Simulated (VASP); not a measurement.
Ta2O5, 7 atoms in the cell. Symmetry: Pmm2, No. 25, orthorhombic system. Conventional cell: a = 3.666 Å, b = 6.456 Å, c = 3.857 Å, α = 90.00°, β = 90.00°, γ = 90.00°. Ta (site symmetry mm2) has 6 O at 1.68 to 2.18 Å within 2.2 Å. Ta (site symmetry mm2) has 6 O at 1.68 to 2.18 Å within 2.2 Å. O (site symmetry mm2) has 2 Ta at 1.68 to 2.18 Å within 2.2 Å. Within 3.0 Å of O (site symmetry m) lie 3 Ta at 2.08 to 2.18 Å and 9 O at 2.32 to 2.90 Å. O (site symmetry mm2) has 2 Ta at 1.68 to 2.18 Å within 2.2 Å. Within 2.5 Å of O (site symmetry mm2) lie 2 Ta at 1.85 Å.  This cell differs from its parent crystal: all Ta atoms moved -0.250 Å, as atom 1 along Cartesian [0 1 0].

- Program: VASP 6.6.1
- Task: single point
- Functional: r2SCAN
- Potentials or basis: VASP PAW PBE potentials, release 64 (Ta_pv, O)
- Cutoff: 520 eV
- k mesh: 8 × 8 × 4
- Occupations: gaussian, width 0.05 eV
- Spin: no spin polarisation
- Dipole correction: no
- Further INCAR settings: ALGO = Normal; EDIFF = 1e-06; NBANDS = 35

Potentials or basis: VASP PAW PBE potentials, release 64 (Ta_pv, O).

Command:

```console
$ cat potpaw_PBE.64/Ta_pv/POTCAR potpaw_PBE.64/O/POTCAR > POTCAR
$ cp INCAR.step1 INCAR
$ mpirun -np 1 vasp_std > vasp.out
$ cp INCAR.step2 INCAR
$ mpirun -np 1 vasp_std > vasp.out
```

Hardware: 1 thread of Intel(R) Xeon(R) Platinum 8259CL CPU @ 2.50GHz (Skylake/Cascade Lake), on a shared host.

How long does it take, and how much memory?

It took 10 min on 1 thread of Intel(R) Xeon(R) Platinum 8259CL CPU @ 2.50GHz (Skylake/Cascade Lake) (shared host), peak memory 0.33 GiB. Counts: k points 75.
